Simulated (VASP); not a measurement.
**Cu: single point with RPBE+D3(BJ)**

The system is Cu.

```xyz
1
Lattice="0.0000 1.8195 1.8195 1.8195 0.0000 1.8195 1.8195 1.8195 0.0000" Properties=species:S:1:pos:R:3 pbc="T T T"
Cu    0.0000    0.0000    0.0000
```

```
Program                : VASP 6.6.1
Task                   : single point
Functional             : RPBE
Dispersion             : D3(BJ)
Potentials or basis    : VASP PAW PBE potentials, release 64 (Cu)
Cutoff                 : 600 eV
k mesh                 : 13 × 13 × 13
Occupations            : fermi-dirac, width 0.05 eV
Spin                   : no spin polarisation
Dipole correction      : no
Further INCAR settings : ALGO = Normal; EDIFF = 1e-06; NBANDS = 12
```

```json
{
  "Pressure": "-33.7 GPa",
  "Dispersion energy per atom": "-2.822 eV"
}
```

Levels at points of the mesh, in eV from the Fermi level:
| k point | band 4 | band 5 | band 6 | band 7 | band 8 | band 9 |
| --- | --- | --- | --- | --- | --- | --- |
| (0.00, 0.00, 0.00) | -3.14 | -2.35 | -2.35 | 22.20 | 24.79 | 24.79 |

Wall time 20 s on 1 thread of Intel Xeon 8259CL (shared host), peak memory 0.15 GiB.

Caveat: the PAW data sets were made with another functional, which shifts forces and pressure a little; pairwise dispersion overbinds metals, which lowers pressure and volume.
